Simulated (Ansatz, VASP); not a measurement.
## SbOs2I5: VASP beside Ansatz

```xyz
8
Lattice="5.4548 0.0000 0.0000 -2.7274 4.7240 0.0000 0.0000 0.0000 10.3427" Properties=species:S:1:pos:R:3 pbc="T T T"
Sb    0.0000    0.0000    5.1713
Os    0.0000    0.0000    7.5953
Os    0.0000    0.0000    2.7474
I     0.0000    3.1493    2.6874
I     2.7274    1.5747    2.6874
I     2.7274    1.5747    7.6552
I     0.0000    3.1493    7.6552
I     0.0000    0.0000    0.0000
```

Alike in both runs: task single point; functional PBE; k mesh 12 × 12 × 4; occupations gaussian, width 0.1 eV; no spin polarisation.

|  | VASP | Ansatz |
| --- | --- | --- |
| version | VASP 6.6.1 | Ansatz 0.2.0 |
| potentials or method | VASP PAW PBE potentials, release 64 (Sb, Os, I), cutoff 520 eV | scalar-relativistic, plane waves, PAW |
| valence electrons in the cell | 56 | 132 |

|  | VASP | Ansatz | Ansatz less VASP |
| --- | --- | --- | --- |
| gap on the k mesh at the Fermi level (eV) | none | none | - |
| pressure (GPa) | -0.2 | 0.0 | +0.15 |
| traceless stress, the component that is largest in VASP (GPa) | -0.15 | -0.02 | +0.124 |
| rms of the force components (eV/Å) | 0.028 | 0.002 | -0.0258 |

Atom by atom the forces differ by 0.026 eV/Å (rms over components). A gap of «none» marks a metal or a gap that the smearing closes. VASP's potentials hold 56 valence electrons a cell and Ansatz's 132, so a difference there can come from the potentials and not from the codes.

Neither program's run includes spin-orbit coupling.
